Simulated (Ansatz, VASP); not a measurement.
One calculation of Cu, two programs

```
Cu
1.0
     4.67080    0.00000    0.00000
     0.00000    4.67080    0.00000
     0.00000    0.00000    4.67080
Cu
8
Cartesian
  4.6708 4.6708 0.0000
  2.3354 2.3354 2.3354
  1.1677 0.0000 2.3354
  3.5031 0.0000 2.3354
  2.3354 1.1677 4.6708
  2.3354 3.5031 0.0000
  0.0000 2.3354 1.1677
  0.0000 2.3354 3.5031
```

Alike in both runs: functional RPBE; k mesh 6 × 6 × 6; occupations fermi-dirac, width 0.1 eV; no spin polarisation.

Ansatz relaxed the structure, and its values are those at the end. VASP's run is a single point on that final structure, the one shown.

|  | VASP | Ansatz |
| --- | --- | --- |
| version | VASP 6.6.1 | Ansatz 0.2.0 |
| potentials or method | VASP PAW PBE potentials, release 64 (Cu), cutoff 520 eV | plane waves (420 eV) with PAW, scalar-relativistic |
| valence electrons in the cell | 88 | 152 |

|  | VASP | Ansatz | Ansatz less VASP |
| --- | --- | --- | --- |
| pressure (GPa) | 0.6 | 0.0 | -0.57 |

VASP's potentials were made for PBE, not for RPBE. The functional is the same, so the differences come from potentials, cutoffs and numerics. VASP's potentials hold 88 valence electrons a cell and Ansatz's 152, so a difference there can come from the potentials and not from the codes.
